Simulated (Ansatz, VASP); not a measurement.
# One calculation of B, two programs

```
B
1.0
     4.12163    0.00000    0.00000
     0.00000    4.19959    0.00000
     0.00000    0.00000    3.41657
B
8
Cartesian
  0.0000 0.0000 2.5608
  2.0608 2.0998 2.5641
  0.0000 0.0000 0.8558
  2.0608 2.0998 0.8525
  2.6316 3.5927 0.0000
  1.4901 0.6069 0.0000
  0.5707 2.7067 1.7083
  3.5509 1.4929 1.7083
```

Alike in both runs: functional PBE; k mesh 4 × 4 × 6; occupations gaussian, width 0.1 eV; no spin polarisation.

Ansatz relaxed the structure, and its values are those at the end. VASP's run is a single point on that final structure, the one shown.

|  | VASP | Ansatz |
| --- | --- | --- |
| version | VASP 6.6.1 | Ansatz 0.2.0 |
| potentials or method | VASP PAW PBE potentials, release 64 (B), cutoff 500 eV | scalar-relativistic, plane waves, PAW |
| valence electrons in the cell | 24 | 24 |

Ansatz gave:

| Property | Result |
| --- | --- |
| gap on the k mesh at the Fermi level (eV) | none |
| pressure (GPa) | 0.2 |
| rms of the force components (eV/Å) | 0.009 |

Estimate VASP's values.

gap on the k mesh at the Fermi level (eV): none; pressure (GPa): 0.2; rms of the force components (eV/Å): 0.008.

A gap of «none» marks a metal or a gap that the smearing closes. The functional is the same, so the differences come from potentials, cutoffs and numerics.

The k mesh is coarse, so the values compare programs but aren't converged.
